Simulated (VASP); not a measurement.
# GaAs3 (P4/mmm) in VASP: a series of runs

Runs on GaAs3. Level: PBE. Tasks: single point.

Program: VASP 6.6.1. These are calculated values, not measurements. Logs are shortened: lines on timing, memory, paths and dates and some standing lists are left out, and cuts for length are marked.

### 1 The cell of the first run

Symmetry: P4/mmm, No. 123, tetragonal system. Conventional cell: a = 3.517 Å, b = 3.517 Å, c = 6.391 Å, α = 90.00°, β = 90.00°, γ = 90.00°. Within 4.0 Å of Ga (site symmetry 4/mmm) lie 10 As at 3.06 to 3.20 Å and 4 Ga at 3.52 Å. As (site symmetry 4mm) has 10 As at 2.81 to 3.58 Å and 4 Ga at 3.06 Å within 3.7 Å. Within 3.8 Å of As (site symmetry 4/mmm) lie 12 As at 2.86 to 3.52 Å and 2 Ga at 3.20 Å.

The cell was built from a structure type or drawn by symmetry, and may not be a known phase.

### 2 Single point, PBE

Contents of INCAR:

```
ALGO = Normal ; EDIFF = 1E-6
ENCUT = 500 ; GGA = PE
GGA_COMPAT = False ; ISIF = 2
ISMEAR = 0 ; LASPH = True
LCHARG = False ; LREAL = False
LWAVE = False ; NBANDS = 22
NELM = 120 ; PREC = Accurate
SIGMA = 0.2
```

Contents of KPOINTS:

```
k-points
0
Gamma
  5 5 3
```

Contents of POSCAR:

```
GaAs3
1.0
    3.5169072560      0.0000000000      0.0000000000
    0.0000000000      3.5169072560      0.0000000000
    0.0000000000      0.0000000000      6.3905028544
Ga As
1 3
Direct
    0.5000000000      0.5000000000      0.0000000000
    0.0000000000      0.0000000000      0.2801882359
    0.0000000000      0.0000000000      0.7198117641
    0.5000000000      0.5000000000      0.5000000000
```

Potentials or basis: VASP PAW PBE potentials, release 64 (Ga_d, As).

Launch:

```
$ cat potpaw_PBE.64/Ga_d/POTCAR potpaw_PBE.64/As/POTCAR > POTCAR
$ mpirun -np 1 vasp_std > vasp.out
```

OUTCAR:

```text
EDIFF = 1E-6
   ENCUT = 500
   GGA = PE
   ISIF = 2
   ISMEAR = 0
   LASPH = True
   LREAL = False
   NELM = 120
   PREC = Accurate

 ion  position               nearest neighbor table
   1  0.500  0.500  0.000-
   2  0.000  0.000  0.280-   3 2.81   4 2.86   4 2.86   4 2.86   4 2.86
   3  0.000  0.000  0.720-   2 2.81   4 2.86   4 2.86   4 2.86   4 2.86
   4  0.500  0.500  0.500-   2 2.86   3 2.86   2 2.86   3 2.86   2 2.86   3 2.86   2 2.86   3 2.86

  LATTYP: Found a simple tetragonal cell.
 ALAT       =     3.5169072560
 C/A-ratio  =     1.8170802894

  Lattice vectors:

 A1 = (   3.5169072560,   0.0000000000,   0.0000000000)
 A2 = (   0.0000000000,   3.5169072560,   0.0000000000)
 A3 = (   0.0000000000,   0.0000000000,   6.3905028544)

Analysis of symmetry for initial positions (statically):
=====================================================================
 Subroutine PRICEL returns:
 Original cell was already a primitive cell.

 Routine SETGRP: Setting up the symmetry group for a
 simple tetragonal supercell.

 Subroutine GETGRP returns: Found 16 space group operations
 (whereof 16 operations were pure point group operations)
 out of a pool of 16 trial point group operations.

The static configuration has the point symmetry D_4h.

Analysis of symmetry for dynamics (positions and initial velocities):
=====================================================================
 Subroutine PRICEL returns:
 Original cell was already a primitive cell.

 Routine SETGRP: Setting up the symmetry group for a
 simple tetragonal supercell.

 Subroutine GETGRP returns: Found 16 space group operations
 (whereof 16 operations were pure point group operations)
 out of a pool of 16 trial point group operations.

The dynamic configuration has the point symmetry D_4h.

 Subroutine INISYM returns: Found 16 space group operations
 (whereof 16 operations are pure point group operations),
 and found     1 'primitive' translations

----------------------------------------------------------------------------------------

                                     Primitive cell

  volume of cell :      79.0418

  direct lattice vectors                    reciprocal lattice vectors
     3.516907256  0.000000000  0.000000000     0.284340737  0.000000000  0.000000000
     0.000000000  3.516907256  0.000000000     0.000000000  0.284340737  0.000000000
     0.000000000  0.000000000  6.390502854     0.000000000  0.000000000  0.156482208

  length of vectors
     3.516907256  3.516907256  6.390502854     0.284340737  0.284340737  0.156482208

  position of ions in fractional coordinates (direct lattice)
     0.500000000  0.500000000  0.000000000
     0.000000000  0.000000000  0.280188236
     0.000000000  0.000000000  0.719811764
     0.500000000  0.500000000  0.500000000

  ion indices of the primitive-cell ions
   primitive index   ion index
                 1           1
                 2           2
                 3           3
                 4           4

----------------------------------------------------------------------------------------

 KPOINTS: k-points

Automatic generation of k-mesh.
 Grid dimensions read from file:
 generate k-points for:    5    5    3

 Generating k-lattice:

  Cartesian coordinates                     Fractional coordinates (reciprocal lattice)
     0.056868147  0.000000000  0.000000000     0.200000000  0.000000000  0.000000000
     0.000000000  0.056868147  0.000000000     0.000000000  0.200000000  0.000000000
     0.000000000  0.000000000  0.052160736     0.000000000  0.000000000  0.333333333

  Length of vectors
     0.056868147  0.056868147  0.052160736

  Shift w.r.t. Gamma in fractional coordinates (k-lattice)
     0.000000000  0.000000000  0.000000000

 Subroutine IBZKPT returns following result:
 ===========================================

 Found     12 irreducible k-points:

 Following reciprocal coordinates:
            Coordinates               Weight
  0.000000  0.000000  0.000000      1.000000
  0.200000  0.000000  0.000000      4.000000
  0.400000  0.000000  0.000000      4.000000
  0.200000  0.200000  0.000000      4.000000
  0.400000  0.200000  0.000000      8.000000
  0.400000  0.400000  0.000000      4.000000
  0.000000  0.000000  0.333333      2.000000
  0.200000  0.000000  0.333333      8.000000
  0.400000  0.000000  0.333333      8.000000
  0.200000  0.200000  0.333333      8.000000
  0.400000  0.200000  0.333333     16.000000
  0.400000  0.400000  0.333333      8.000000
   k-points           NKPTS =     12   k-points in BZ     NKDIM =     12   number of bands    NBANDS=     22
   number of dos      NEDOS =    301   number of ions     NIONS =      4
   total plane-waves  NPLWV =  37632
   dimension x,y,z NGX =    28 NGY =   28 NGZ =   48
   dimension x,y,z NGXF=    56 NGYF=   56 NGZF=   96
   ions per type =               1   3
   NGX,Y,Z   is equivalent  to a cutoff of  13.24, 13.24, 12.49 a.u.
   NGXF,Y,Z  is equivalent  to a cutoff of  26.47, 26.47, 24.97 a.u.
 SYSTEM =  unknown system
   PREC   = accura    normal or accurate (medium, high low for compatibility)
   ISTART =      0    job   : 0-new  1-cont  2-samecut
   ICHARG =      2    charge: 1-file 2-atom 10-const
   ISPIN  =      1    spin polarized calculation?
   LNONCOLLINEAR =      F non collinear calculations
   LSORBIT =      F    spin-orbit coupling
   LASPH  =      T    aspherical Exc in radial PAW
   ENCUT  =  500.0 eV  36.75 Ry    6.06 a.u.   6.41  6.41 11.65*2*pi/ulx,y,z
   NELM   =    120;   NELMIN=  2; NELMDL= -5     # of ELM steps
   EDIFF  = 0.1E-05   stopping-criterion for ELM
   LREAL  =      F    real-space projection
   EDIFFG = 0.1E-04   stopping-criterion for IOM
   NSW    =      0    number of steps for IOM
   IBRION =     -1    ionic relax: 0-MD 1-quasi-New 2-CG
   NFREE  =      0    steps in history (QN), initial steepest desc. (CG)
   ISIF   =      2    stress and relaxation
   ISYM   =      2    0-nonsym 1-usesym 2-fastsym
   POTIM  = 0.5000    time-step for ionic-motion
   TEBEG  =    0.0;   TEEND  =   0.0 temperature during run
   PSTRESS=    0.0 pullay stress
   NELECT =      28.0000    total number of electrons
   NUPDOWN=      -1.0000    fix difference up-down
   EMIN   =  10.00;   EMAX   =-10.00  energy-range for DOS
   EFERMI =   0.00;   METHOD = LEGACY
   ISMEAR =     0;   SIGMA  =   0.20  broadening in eV -4-tet -1-fermi 0-gaus
   EFERMI_NEDOS =   21; number of points for ismear=-14 and -15
   IALGO  =     38    algorithm
   IMIX   =      4    mixing-type and parameters
     AMIX     =   0.40;   BMIX     =  1.00
     AMIX_MAG =   1.60;   BMIX_MAG =  1.00
  volume/ion in A,a.u.               =      19.76       133.35
  Fermi-wavevector in a.u.,A,eV,Ry     =   1.158356  2.188975 18.256129  1.341788
  Thomas-Fermi vector in A             =   2.294959
   LORBIT       =      0    0 simple, 1 ext, 2 COOP (PROOUT), +10 PAW based schemes
   GGA     = PE    functional components
   LHFCALC =     F    Hartree Fock is set to
   AEXX    =    0.0000 exact exchange contribution
   IVDW    =     0    specifies the selected vdW correction
   LEPSILON=     F    determine dielectric tensor
   LRPA    =     F    only Hartree local field effects (RPA)
 non-spin polarized calculation
 Gauss-broadening in eV      SIGMA  =   0.20
  energy-cutoff  :      500.00
  volume of cell :       79.04
 maximum number of plane-waves:      2019
 NGX is ok and might be reduce to    28
   NGX = 13   NGY = 13   NGZ = 23

 number of electron      28.0000006 magnetization

 Free energy of the ion-electron system (eV)
  ---------------------------------------------------
  ext. energy  EPLUGINS =         0.00000000
  ---------------------------------------------------
  free energy    TOTEN  =       -15.89281647 eV

  energy without entropy =      -15.87893153  energy(sigma->0) =      -15.88587400

 E-fermi :   5.8055     XC(G=0): -10.6185

 val. band max:        5.6212065245   @ k =   0.4000   0.0000   0.0000
 cond. band min:       5.8799222581   @ k =   0.0000   0.0000   0.3333
 fundamental gap:      0.2587157336
 Fermi energy:         5.8054710082

 k-point     1 :       0.0000    0.0000    0.0000
  band No.  band energies     occupation
      1      -9.0493      2.00000
      2      -9.0102      2.00000
      3      -8.9691      2.00000
      4      -8.9691      2.00000
      5      -8.9487      2.00000
      6      -8.7929      2.00000
[... 14 lines left out ...]
     21      12.8291      0.00000
     22      12.8532      0.00000

 k-point     2 :       0.2000    0.0000    0.0000
  band No.  band energies     occupation
      1      -9.0119      2.00000
      2      -8.9927      2.00000
      3      -8.9865      2.00000
      4      -8.9676      2.00000
      5      -8.9566      2.00000
      6      -8.3789      2.00000
[... 14 lines left out ...]
     21      11.3417      0.00000
     22      12.4112      0.00000

 k-point     3 :       0.4000    0.0000    0.0000
  band No.  band energies     occupation
      1      -9.0127      2.00000
      2      -9.0008      2.00000
      3      -8.9694      2.00000
      4      -8.9653      2.00000
      5      -8.9577      2.00000
      6      -7.0931      2.00000
[... 14 lines left out ...]
     21      11.1998      0.00000
     22      12.8515      0.00000
[... 176 lines left out ...]
 k-point    11 :       0.4000    0.2000    0.3333
  band No.  band energies     occupation
      1      -9.0099      2.00000
      2      -8.9877      2.00000
      3      -8.9819      2.00000
      4      -8.9766      2.00000
      5      -8.9479      2.00000
      6      -6.5530      2.00000
[... 14 lines left out ...]
     21      11.4215      0.00000
     22      14.8549      0.00000

 k-point    12 :       0.4000    0.4000    0.3333
  band No.  band energies     occupation
      1      -9.0154      2.00000
      2      -8.9972      2.00000
      3      -8.9932      2.00000
      4      -8.9665      2.00000
      5      -8.9261      2.00000
      6      -5.4993      2.00000
[... 14 lines left out ...]
     21      11.1040      0.00000
     22      16.5055      0.00000

------------------------ aborting loop because EDIFF is reached ----------------------------------------

  FORCE on cell =-STRESS in cart. coord.  units (eV):
  Direction    XX          YY          ZZ          XY          YZ          ZX
  --------------------------------------------------------------------------------------
  -------------------------------------------------------------------------------------
  Total        0.1418344      0.1418344     -0.1273663      0.0000000      0.0000000     -0.0000000
  in kB        2.8749825      2.8749825     -2.5817154      0.0000000      0.0000000     -0.0000000
  external PRESSURE =       1.0560832 kB  Pullay stress =       0.0000000 kB

 VOLUME and BASIS-vectors are now :
 -----------------------------------------------------------------------------
  energy-cutoff  :      500.00
  volume of cell :       79.04
      direct lattice vectors                 reciprocal lattice vectors
     3.516907256  0.000000000  0.000000000     0.284340737  0.000000000  0.000000000
     0.000000000  3.516907256  0.000000000     0.000000000  0.284340737  0.000000000
     0.000000000  0.000000000  6.390502854     0.000000000  0.000000000  0.156482208

 POSITION                                       TOTAL-FORCE (eV/Angst)
 -----------------------------------------------------------------------------------
      1.75845      1.75845      0.00000        -0.000000     -0.000000      0.000000
      0.00000      0.00000      1.79054        -0.000000      0.000000      0.011845
      0.00000      0.00000      4.59996         0.000000      0.000000     -0.011845
      1.75845      1.75845      3.19525        -0.000000     -0.000000      0.000000
 -----------------------------------------------------------------------------------
    total drift:                                0.000000      0.000000     -0.000000

  FREE ENERGIE OF THE ION-ELECTRON SYSTEM (eV)
  ---------------------------------------------------
  free  energy   TOTEN  =       -15.8928164721 eV

  energy  without entropy=      -15.8789315313  energy(sigma->0) =      -15.88587400
```

It took 15 s on 1 thread of Intel Xeon Platinum 8488C (Sapphire Rapids), shared host; peak memory 0.18 GiB.

What came out:

```
Free energy            : -15.8928 eV
Pressure               : 0.1 GPa
Largest force          : 0.012 eV/Å
Band gap on the k mesh : zero (bands 14 and 15 overlap by 2.10 eV)
```

Forces on the atoms (eV/Å):
```
Ga   0.000  0.000  0.000
As   0.000  0.000  0.012
As   0.000  0.000 -0.012
As   0.000  0.000  0.000
```

Levels at points of the mesh, in eV from the Fermi level:
```tsv
k point	band 9	band 10	band 11	band 12	band 13	band 14	band 15	band 16	band 17	band 18
(0.00, 0.00, 0.00)	-5.41	-2.67	-2.67	-0.56	0.58	0.83	0.83	0.98	2.82	2.82
```

### 3 Single point, PBE

This run uses another cell than the first one, of 19.13 Å³/atom.

Contents of INCAR:

```
SYSTEM = GaAs3
  ALGO = Normal
  EDIFF = 1E-6
  ENCUT = 500
  GGA = PE
  GGA_COMPAT = .False.
  ISIF = 2
  ISMEAR = 0
  LASPH = .True.
  LCHARG = .False.
  LREAL = .False.
  LWAVE = .False.
  NBANDS = 22
  NELM = 120
  PREC = Accurate
  SIGMA = 0.2
```

Contents of KPOINTS:

```
k-points
0
Gamma
  6 6 2
  0 0 0
```

Contents of POSCAR:

```
GaAs3
1.0
    3.3338902613      0.0000000000      0.0000000000
    0.0000000000      3.3338902613      0.0000000000
    0.0000000000      0.0000000000      6.8856245453
Ga As
1 3
Direct
    0.0000000000      0.0000000000      0.0000000000
    0.5000000000      0.5000000000      0.7427369862
    0.0000000000      0.0000000000      0.5000000000
    0.5000000000      0.5000000000      0.2572630138
```

Potentials or basis: VASP PAW PBE potentials, release 64 (Ga_d, As).

Launch:

```
$ cat potpaw_PBE.64/Ga_d/POTCAR potpaw_PBE.64/As/POTCAR > POTCAR
$ mpirun -np 1 vasp_std > vasp.out
```

It took 17 s on 1 thread of Intel Xeon Platinum 8488C (Sapphire Rapids), shared host; peak memory 0.18 GiB.

It converged, with:

```
Free energy            : -15.5853 eV
Pressure               : 0.5 GPa
Largest force          : 0.052 eV/Å
Band gap on the k mesh : zero (bands 14 and 15 overlap by 3.56 eV)
```

Forces in eV/Å, atoms in the order of the input:
```
Ga   0.000  0.000  0.000
As   0.000  0.000 -0.052
As   0.000  0.000  0.000
As   0.000  0.000  0.052
```

Stress tensor (GPa, compression positive):
```
0.74 0.00 0.00
0.00 0.74 0.00
0.00 0.00 0.14
```

Levels at points of the mesh, in eV from the Fermi level:
```csv
k point,band 12,band 13,band 14,band 15,band 16,band 17
"(0.00, 0.00, 0.00)",-1.50,1.18,1.18,1.45,1.87,2.84
"(0.50, 0.00, 0.00)",0.78,0.97,1.30,1.37,1.45,2.10
"(0.50, 0.50, 0.00)",-2.93,-2.93,-2.73,-2.07,-1.67,-1.67
"(0.00, 0.00, 0.50)",-1.24,-0.39,0.24,0.24,4.37,4.37
"(0.50, 0.00, 0.50)",-2.84,-2.40,1.49,1.55,1.89,3.25
"(0.50, 0.50, 0.50)",-4.27,-4.00,-1.16,-0.52,-0.12,1.01
```

Caveat: the k points lie up to 0.46 Å⁻¹ apart, too coarse for converged energies and pressures of a metal.
